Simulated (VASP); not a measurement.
CuO:

```
Cu O
1.0
     2.34185   -1.71130    0.00000
     2.34185    1.71130    0.00000
    -0.85003    0.00000    5.05787
Cu O
2 2
Direct
  0.50000 0.00000 0.50000
  0.00000 0.50000 0.00000
  0.41840 0.58160 0.75000
  0.58160 0.41840 0.25000
```

Base run:

| Item | Value |
| --- | --- |
| Program | VASP 6.6.1 |
| Functional | PBE |
| Potentials or basis | VASP PAW PBE potentials, release 64 (Cu, O) |
| Cutoff | 520 eV |
| k mesh | 10 × 10 × 5 |
| Occupations | fermi-dirac, width 0.05 eV |
| Spin | no spin polarisation |
| Hubbard terms | Cu d U = 5.3 eV |

Its results: band gap on the k mesh zero (bands 17 and 18 overlap by 0.64 eV); pressure 2.4 GPa; largest force 0.178 eV/Å.

Problem. The run is repeated on the same cell with these changes: occupations from fermi-dirac, width 0.05 eV to gaussian, width 0.028 eV; hubbard terms from Cu d U = 5.3 eV to none. What comes out?

Solution. Band gap on the k mesh zero (bands 17 and 18 overlap by 0.60 eV); pressure 6.3 GPa; largest force 0.218 eV/Å.

Caveats: U without spin polarisation on a metal has little footing (at least some runs); the cell stands under pressure (at least some runs); semilocal functionals often make such compounds metallic where correlation or magnetic order opens a gap, which also shifts bond lengths (at least some runs).
